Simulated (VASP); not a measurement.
# Si8N in VASP: further runs

Si8N is run at these levels: PBE; tasks: single point.

Program: VASP 6.6.1. These are calculated values, not measurements. Logs are shortened: lines on timing, memory, paths and dates and some standing lists are left out, and cuts for length are marked.

**1. The cell of the first run**

The cell holds a slab with vacuum, 9 atoms: a = 3.851 Å, b = 6.365 Å, c = 19.753 Å, α = 90.00°, β = 90.00°, γ = 90.00°.

**2. Single point, PBE, collinear spin, ferromagnetic start**

File INCAR:

```
PREC = Accurate ; ENCUT = 520
EDIFF = 1E-6 ; ISMEAR = 0
SIGMA = 0.05 ; LREAL = False
LASPH = True ; NELM = 200
ALGO = Normal ; ISIF = 2
LWAVE = False ; LCHARG = True
ISPIN = 2 ; MAGMOM = 0 0 0 0 0 0 0 0 3
LORBIT = 11 ; LDIPOL = True
IDIPOL = 3 ; DIPOL = 0.5 0.5 0.334
GGA = PE ; LELF = True
LVHAR = True ; LVACPOTAV = True
NBANDS = 32 ; GGA_COMPAT = False
NELMDL = -8
```

File KPOINTS:

```
regular mesh
0
Gamma
  7 4 1
```

File POSCAR:

```
Si8N
1.0
    3.8510822285      0.0000000000      0.0000000000
    0.0000000000      6.3646810443      0.0000000000
    0.0000000000      0.0000000000     19.7525435318
Si N
8 1
Direct
    0.0000000000      0.9370679282      0.2025055656
    0.0000000000      0.5629320718      0.2025055656
    0.5000000000      0.4370679282      0.2587875163
    0.5000000000      0.0629320718      0.2587875163
    0.5000000000      0.9333044702      0.3720589482
    0.5000000000      0.5666955298      0.3720589482
    0.0000000000      0.4259907587      0.4177964989
    0.0000000000      0.0740092413      0.4177964989
    0.1666666667      0.4259907587      0.4994550253
```

Potentials or basis: VASP PAW PBE potentials, release 64 (Si, N).

The run is started by

```
$ cat potpaw_PBE.64/Si/POTCAR potpaw_PBE.64/N/POTCAR > POTCAR
$ mpirun -np 1 vasp_std > vasp.out
```

OUTCAR:

```text
PREC = Accurate
   ENCUT = 520
   EDIFF = 1E-6
   ISMEAR = 0
   LREAL = False
   LASPH = True
   NELM = 200
   ISIF = 2
   ISPIN = 2
   LORBIT = 11
   GGA = PE
   NELMDL = -8

 ion  position               nearest neighbor table
   1  0.000  0.937  0.203-   4 2.36   4 2.36   2 2.38
   2  0.000  0.563  0.203-   3 2.36   3 2.36   1 2.38
   3  0.500  0.437  0.259-   2 2.36   2 2.36   4 2.38   6 2.38
   4  0.500  0.063  0.259-   1 2.36   1 2.36   3 2.38   5 2.38
   5  0.500  0.933  0.372-   8 2.31   8 2.31   6 2.33   4 2.38
   6  0.500  0.567  0.372-   7 2.31   7 2.31   5 2.33   3 2.38
   7  0.000  0.426  0.418-   9 1.74   8 2.24   6 2.31   6 2.31
   8  0.000  0.074  0.418-   7 2.24   5 2.31   5 2.31
   9  0.167  0.426  0.499-   7 1.74

  LATTYP: Found a simple orthorhombic cell.
 ALAT       =     3.8510822285
 B/A-ratio  =     1.6526993366
 C/A-ratio  =     5.1290890092

  Lattice vectors:

 A1 = (   3.8510822285,   0.0000000000,   0.0000000000)
 A2 = (   0.0000000000,   6.3646810443,   0.0000000000)
 A3 = (   0.0000000000,   0.0000000000,  19.7525435318)

Analysis of symmetry for initial positions (statically):
=====================================================================
 Subroutine PRICEL returns:
 Original cell was already a primitive cell.

 Routine SETGRP: Setting up the symmetry group for a
 simple orthorhombic supercell.

 Subroutine GETGRP returns: Found  1 space group operations
 (whereof  1 operations were pure point group operations)
 out of a pool of  8 trial point group operations.

The static configuration has the point symmetry C_1 .

Analysis of symmetry for dynamics (positions and initial velocities):
=====================================================================
 Subroutine PRICEL returns:
 Original cell was already a primitive cell.

 Routine SETGRP: Setting up the symmetry group for a
 simple orthorhombic supercell.

 Subroutine GETGRP returns: Found  1 space group operations
 (whereof  1 operations were pure point group operations)
 out of a pool of  8 trial point group operations.

The dynamic configuration has the point symmetry C_1 .

Analysis of structural, dynamic, and magnetic symmetry:
=====================================================================
 Subroutine PRICEL returns:
 Original cell was already a primitive cell.

 Routine SETGRP: Setting up the symmetry group for a
 simple orthorhombic supercell.

 Subroutine GETGRP returns: Found  1 space group operations
 (whereof  1 operations were pure point group operations)
 out of a pool of  8 trial point group operations.

The overall configuration has the point symmetry C_1 .

 Subroutine INISYM returns: Found  1 space group operations
 (whereof  1 operations are pure point group operations),
 and found     1 'primitive' translations

----------------------------------------------------------------------------------------

                                     Primitive cell

  volume of cell :     484.1528

  direct lattice vectors                    reciprocal lattice vectors
     3.851082229  0.000000000  0.000000000     0.259667268  0.000000000  0.000000000
     0.000000000  6.364681044  0.000000000     0.000000000  0.157117064  0.000000000
     0.000000000  0.000000000 19.752543532     0.000000000  0.000000000  0.050626391

  length of vectors
     3.851082229  6.364681044 19.752543532     0.259667268  0.157117064  0.050626391

  position of ions in fractional coordinates (direct lattice)
     0.000000000  0.937067928  0.202505566
     0.000000000  0.562932072  0.202505566
     0.500000000  0.437067928  0.258787516
     0.500000000  0.062932072  0.258787516
     0.500000000  0.933304470  0.372058948
     0.500000000  0.566695530  0.372058948
     0.000000000  0.425990759  0.417796499
     0.000000000  0.074009241  0.417796499
     0.166666667  0.425990759  0.499455025

  ion indices of the primitive-cell ions
   primitive index   ion index
                 1           1
                 2           2
                 3           3
                 4           4
                 5           5
                 6           6
                 7           7
                 8           8
                 9           9

----------------------------------------------------------------------------------------

 KPOINTS: regular mesh

Automatic generation of k-mesh.
 Grid dimensions read from file:
 generate k-points for:    7    4    1

 Generating k-lattice:

  Cartesian coordinates                     Fractional coordinates (reciprocal lattice)
     0.037095324  0.000000000  0.000000000     0.142857143  0.000000000  0.000000000
     0.000000000  0.039279266  0.000000000     0.000000000  0.250000000  0.000000000
     0.000000000  0.000000000  0.050626391     0.000000000  0.000000000  1.000000000

  Length of vectors
     0.037095324  0.039279266  0.050626391

  Shift w.r.t. Gamma in fractional coordinates (k-lattice)
     0.000000000  0.000000000  0.000000000

 Subroutine IBZKPT returns following result:
 ===========================================

 Found     15 irreducible k-points:

 Following reciprocal coordinates:
            Coordinates               Weight
  0.000000  0.000000  0.000000      1.000000
  0.142857  0.000000  0.000000      2.000000
  0.285714  0.000000  0.000000      2.000000
  0.428571  0.000000  0.000000      2.000000
  0.000000  0.250000  0.000000      2.000000
  0.142857  0.250000  0.000000      2.000000
  0.142857 -0.250000  0.000000      2.000000
  0.285714  0.250000  0.000000      2.000000
  0.285714 -0.250000  0.000000      2.000000
  0.428571  0.250000  0.000000      2.000000
  0.428571 -0.250000  0.000000      2.000000
  0.000000  0.500000  0.000000      1.000000
  0.142857  0.500000  0.000000      2.000000
  0.285714  0.500000  0.000000      2.000000
  0.428571  0.500000  0.000000      2.000000
   k-points           NKPTS =     15   k-points in BZ     NKDIM =     15   number of bands    NBANDS=     32
   number of dos      NEDOS =    301   number of ions     NIONS =      9
   total plane-waves  NPLWV = 216000
   dimension x,y,z NGX =    30 NGY =   48 NGZ =  150
   dimension x,y,z NGXF=    60 NGYF=   96 NGZF=  300
   ions per type =               8   1
   NGX,Y,Z   is equivalent  to a cutoff of  12.95, 12.54, 12.62 a.u.
   NGXF,Y,Z  is equivalent  to a cutoff of  25.90, 25.08, 25.25 a.u.
 SYSTEM =  unknown system
   PREC   = accura    normal or accurate (medium, high low for compatibility)
   ISTART =      0    job   : 0-new  1-cont  2-samecut
   ICHARG =      2    charge: 1-file 2-atom 10-const
   ISPIN  =      2    spin polarized calculation?
   LNONCOLLINEAR =      F non collinear calculations
   LSORBIT =      F    spin-orbit coupling
   LASPH  =      T    aspherical Exc in radial PAW
   ENCUT  =  520.0 eV  38.22 Ry    6.18 a.u.   7.16 11.83 36.73*2*pi/ulx,y,z
   NELM   =    200;   NELMIN=  2; NELMDL= -8     # of ELM steps
   EDIFF  = 0.1E-05   stopping-criterion for ELM
   LREAL  =      F    real-space projection
   EDIFFG = 0.1E-04   stopping-criterion for IOM
   NSW    =      0    number of steps for IOM
   IBRION =     -1    ionic relax: 0-MD 1-quasi-New 2-CG
   NFREE  =      0    steps in history (QN), initial steepest desc. (CG)
   ISIF   =      2    stress and relaxation
   ISYM   =      2    0-nonsym 1-usesym 2-fastsym
   POTIM  = 0.5000    time-step for ionic-motion
   TEBEG  =    0.0;   TEEND  =   0.0 temperature during run
   PSTRESS=    0.0 pullay stress
   NELECT =      37.0000    total number of electrons
   NUPDOWN=      -1.0000    fix difference up-down
   EMIN   =  10.00;   EMAX   =-10.00  energy-range for DOS
   EFERMI =   0.00;   METHOD = LEGACY
   ISMEAR =     0;   SIGMA  =   0.05  broadening in eV -4-tet -1-fermi 0-gaus
   EFERMI_NEDOS =   21; number of points for ismear=-14 and -15
   IALGO  =     38    algorithm
   IMIX   =      4    mixing-type and parameters
     AMIX     =   0.40;   BMIX     =  1.00
     AMIX_MAG =   1.60;   BMIX_MAG =  1.00
  volume/ion in A,a.u.               =      53.79       363.02
  Fermi-wavevector in a.u.,A,eV,Ry     =   0.694728  1.312845  6.566804  0.482647
  Thomas-Fermi vector in A             =   1.777302
   LORBIT       =     11    0 simple, 1 ext, 2 COOP (PROOUT), +10 PAW based schemes
   GGA     = PE    functional components
   LHFCALC =     F    Hartree Fock is set to
   AEXX    =    0.0000 exact exchange contribution
   IVDW    =     0    specifies the selected vdW correction
   LEPSILON=     F    determine dielectric tensor
   LRPA    =     F    only Hartree local field effects (RPA)
 spin polarized calculation
 Gauss-broadening in eV      SIGMA  =   0.05
  energy-cutoff  :      520.00
  volume of cell :      484.15
 maximum number of plane-waves:     13082
 NGX is ok and might be reduce to    30
   NGX = 15   NGY = 23   NGZ = 73

 dipolmoment           0.000000      0.000000     -0.115420 electrons x Angstroem

 number of electron      36.9999999 magnetization       1.2145820

 dipolmoment           0.000000      0.000000      0.230765 electrons x Angstroem

 Free energy of the ion-electron system (eV)
  ---------------------------------------------------
  ext. energy  EPLUGINS =         0.00000000
  ---------------------------------------------------
  free energy    TOTEN  =       -44.98939938 eV

  energy without entropy =      -44.98599665  energy(sigma->0) =      -44.98769802

 E-fermi :  -1.6775     XC(G=0):  -4.0694

 val. band max:       -1.6917973866   @ k =   0.4286   0.5000   0.0000
 cond. band min:      -1.6766641868   @ k =   0.4286  -0.2500   0.0000
 fundamental gap:      0.0151331998
 Fermi energy:        -1.6775275700

 spin component 1

 k-point     1 :       0.0000    0.0000    0.0000
  band No.  band energies     occupation
      1     -16.2979      1.00000
      2     -13.0239      1.00000
      3     -11.7330      1.00000
      4     -10.8148      1.00000
      5      -9.4640      1.00000
      6      -8.6331      1.00000
[... 484 lines left out ...]
     29       3.1105      0.00000
     30       3.3446      0.00000
 Fermi energy:        -1.6775275700

 spin component 2

 k-point     1 :       0.0000    0.0000    0.0000
  band No.  band energies     occupation
      1     -14.8735      1.00000
      2     -12.9040      1.00000
      3     -11.6594      1.00000
      4     -10.7378      1.00000
      5      -9.4679      1.00000
      6      -8.4580      1.00000
[... 484 lines left out ...]
     29       3.1272      0.00000
     30       3.3211      0.00000
 [bands above 30 left out]

------------------------ aborting loop because EDIFF is reached ----------------------------------------

  FORCE on cell =-STRESS in cart. coord.  units (eV):
  Direction    XX          YY          ZZ          XY          YZ          ZX
  --------------------------------------------------------------------------------------
  -------------------------------------------------------------------------------------
  Total        1.7828329      1.1205737     -0.4826074     -0.2611400     -0.6376536     -0.3104246
  in kB        5.8998200      3.7082462     -1.5970631     -0.8641747     -2.1101479     -1.0272691
  external PRESSURE =       2.6703344 kB  Pullay stress =       0.0000000 kB

 VOLUME and BASIS-vectors are now :
 -----------------------------------------------------------------------------
  energy-cutoff  :      520.00
  volume of cell :      484.15
      direct lattice vectors                 reciprocal lattice vectors
     3.851082229  0.000000000  0.000000000     0.259667268  0.000000000  0.000000000
     0.000000000  6.364681044  0.000000000     0.000000000  0.157117064  0.000000000
     0.000000000  0.000000000 19.752543532     0.000000000  0.000000000  0.050626391

 POSITION                                       TOTAL-FORCE (eV/Angst)
 -----------------------------------------------------------------------------------
      0.00000      5.96414      4.00000         0.008275     -0.597862      0.511928
      0.00000      3.58288      4.00000        -0.027187      0.579802      0.573459
      1.92554      2.78180      5.11171         0.046177      0.049216     -0.506885
      1.92554      0.40054      5.11171         0.030241      0.023624     -0.634060
      1.92554      5.94019      7.34911        -0.089114     -0.104037      0.154534
      1.92554      3.60684      7.34911         0.009954      0.258061     -0.669798
      0.00000      2.71130      8.25254        -0.005024      0.550993      0.467060
      0.00000      0.47105      8.25254         0.164301     -0.544921      0.037599
      0.64185      2.71130      9.86551        -0.137623     -0.214875      0.066162
 -----------------------------------------------------------------------------------
    total drift:                               -0.000019     -0.000027     -0.000239

  FREE ENERGIE OF THE ION-ELECTRON SYSTEM (eV)
  ---------------------------------------------------
  free  energy   TOTEN  =       -44.9893993797 eV

  energy  without entropy=      -44.9859966512  energy(sigma->0) =      -44.98769802

 vacuum level on the upper side and lower side of the slab         4.782         3.078

 total charge

# of ion       s       p       d       tot
------------------------------------------
    1        0.794   0.835   0.000   1.628
    2        0.793   0.836   0.000   1.629
    3        0.758   0.898   0.000   1.656
    4        0.766   0.886   0.000   1.652
    5        0.761   0.926   0.000   1.687
    6        0.770   0.932   0.000   1.702
    7        0.755   0.990   0.000   1.745
    8        0.792   0.882   0.000   1.674
    9        1.338   2.141   0.000   3.479
--------------------------------------------------
tot          7.527   9.326   0.000  16.853

 magnetization (x)

# of ion       s       p       d       tot
------------------------------------------
    1        0.014   0.079   0.000   0.093
    2       -0.011  -0.070   0.000  -0.081
    3        0.004   0.008   0.000   0.012
    4       -0.006  -0.007   0.000  -0.013
    5        0.007   0.018   0.000   0.025
    6        0.011   0.037   0.000   0.047
    7       -0.007  -0.017   0.000  -0.024
    8       -0.007  -0.091   0.000  -0.098
    9        0.020   0.877   0.000   0.897
--------------------------------------------------
tot          0.026   0.834   0.000   0.859
```

Run time: 18 min. Hardware: 1 thread of Intel Xeon Platinum 8559C (Emerald Rapids), shared host; peak memory 0.86 GiB.

What came out:

```
Free energy                                           : -44.9894 eV
Largest force                                         : 0.816 eV/Å
Net moment                                            : 1.21 μB per cell
Site moments                                          : Si +0.09, -0.08, +0.01, -0.01, +0.03, +0.05, -0.02, -0.10; N +0.90 μB
Valence electrons inside the program's atomic spheres : Si 1.63, 1.66, 1.65, 1.69, 1.70, 1.75, 1.67 (each value once); N 3.48
```

Forces in eV/Å, atoms in the order of the input:
```
Si   0.008 -0.598  0.512
Si  -0.027  0.580  0.573
Si   0.046  0.049 -0.507
Si   0.030  0.024 -0.634
Si  -0.089 -0.104  0.155
Si   0.010  0.258 -0.670
Si  -0.005  0.551  0.467
Si   0.164 -0.545  0.038
N   -0.138 -0.215  0.066
```

Levels at points of the mesh, in eV from the Fermi level:
Spin up:
| k point | band 17 | band 18 | band 19 | band 20 | band 21 | band 22 |
| --- | --- | --- | --- | --- | --- | --- |
| (0.00, 0.00, 0.00) | -0.71 | -0.13 | -0.02 | 0.51 | 1.04 | 1.60 |
| (0.00, 0.50, 0.00) | -1.07 | -0.80 | -0.64 | 0.18 | 1.20 | 1.66 |
Spin down:
| k point | band 15 | band 16 | band 17 | band 18 | band 19 | band 20 | band 21 | band 22 |
| --- | --- | --- | --- | --- | --- | --- | --- | --- |
| (0.00, 0.00, 0.00) | -1.13 | -0.78 | -0.23 | 0.18 | 0.41 | 1.03 | 1.31 | 1.68 |
| (0.00, 0.50, 0.00) | -1.18 | -1.09 | -1.04 | -0.24 | 0.29 | 0.74 | 1.41 | 1.76 |

**3. Single point, PBE, collinear spin, ferromagnetic start**

File INCAR:

```
  PREC = Accurate
  ENCUT = 520
  EDIFF = 1E-6
  ISMEAR = 0
  SIGMA = 0.05
  LREAL = False
  LASPH = True
  NELM = 200
  ALGO = Normal
  ISIF = 2
  LWAVE = False
  LCHARG = False
  ISPIN = 2
  MAGMOM = 0 0 0 0 0 0 0 0 3
  LORBIT = 11
  LDIPOL = True
  IDIPOL = 3
  DIPOL = 0.5 0.5 0.328
  GGA = PE
  NBANDS = 32
  GGA_COMPAT = False
  NELMDL = -8
```

File KPOINTS:

```
Automatic mesh
0
Gamma
  7 4 1
```

POSCAR, as its differences from that of step 2:

```diff
@@ -16,2 +16,2 @@
     0.0000000000      0.0740092413      0.4177964989
-    0.1666666667      0.4259907587      0.4994550253
+    0.3333333333      0.9259907587      0.4536303374
```

Potentials or basis: VASP PAW PBE potentials, release 64 (Si, N).

The run is started by

```
$ cat potpaw_PBE.64/Si/POTCAR potpaw_PBE.64/N/POTCAR > POTCAR
$ mpirun -np 1 vasp_std > vasp.out
```

It took 20 min on 1 thread of Intel Xeon Platinum 8488C (Sapphire Rapids), shared host; peak memory 0.87 GiB.

The run converged. Its results:

* Free energy: -46.4609 eV
* Largest force: 2.490 eV/Å
* Net moment: 0.10 μB per cell
* Valence electrons inside the program's atomic spheres: Si 1.63, 1.65, 1.71, 1.69 (each value once); N 3.68

Forces on the atoms (eV/Å):
```
Si  -0.105 -0.615  0.545
Si  -0.049  0.556  0.582
Si   0.068 -0.163 -0.758
Si  -0.214  0.168 -0.556
Si   1.802 -1.491 -0.854
Si   0.188 -0.199 -0.418
Si  -0.078  0.725  0.129
Si  -0.159 -0.315  1.303
N   -1.452  1.333  0.028
```

Levels at points of the mesh, in eV from the Fermi level:
Spin up:
| k point | band 15 | band 16 | band 17 | band 18 | band 19 | band 20 | band 21 | band 22 | band 23 | band 24 |
| --- | --- | --- | --- | --- | --- | --- | --- | --- | --- | --- |
| (0.00, 0.00, 0.00) | -1.45 | -1.01 | -0.64 | -0.27 | 0.20 | 0.77 | 1.65 | 1.83 | 2.11 | 2.74 |
| (0.00, 0.50, 0.00) | -1.29 | -1.12 | -1.03 | -0.63 | -0.47 | 0.83 | 1.56 | 1.98 | 2.08 | 2.50 |
Spin down:
```csv
k point,band 16,band 17,band 18,band 19,band 20,band 21
"(0.00, 0.00, 0.00)",-0.99,-0.62,-0.26,0.22,0.79,1.67
"(0.00, 0.50, 0.00)",-1.10,-1.02,-0.62,-0.46,0.86,1.57
```
